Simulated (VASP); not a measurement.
A run of VASP 6.6.1:

Contents of INCAR:

```
SYSTEM = TiN
ALGO = Normal
EDIFF = 1E-6
ENCUT = 520
ISIF = 2
ISMEAR = -1
LASPH = .True.
LCHARG = .False.
LREAL = .False.
LWAVE = .False.
NBANDS = 16
NELM = 100
PREC = Accurate
SIGMA = 0.025
```

The input KPOINTS:

```
k-points
0
Gamma
  16 16 16
  0 0 0
```

The input POSCAR:

```
TiN
1.0
    0.0000000000      2.1200000000      2.1200000000
    2.1200000000      0.0000000000      2.1200000000
    2.1200000000      2.1200000000      0.0000000000
Ti N
1 1
Direct
    0.0000000000      0.0000000000      0.0000000000
    0.5000000000      0.5000000000      0.5000000000
```

Potentials or basis: VASP PAW LDA potentials, release 64 (Ti_sv, N).

Command:

```sh
$ cat potpaw_LDA.64/Ti_sv/POTCAR potpaw_LDA.64/N/POTCAR > POTCAR
$ mpirun -np 1 vasp_std > vasp.out
```

Hardware: 1 thread of Intel(R) Xeon(R) 6975P-C (Granite Rapids), on a shared host.

Task: Estimate the wall time of this run.

Result: It took 16 s on 1 thread of Intel(R) Xeon(R) 6975P-C (Granite Rapids), on a shared host, peak memory 0.15 GiB. Counts: scf iterations 15, k points 145.
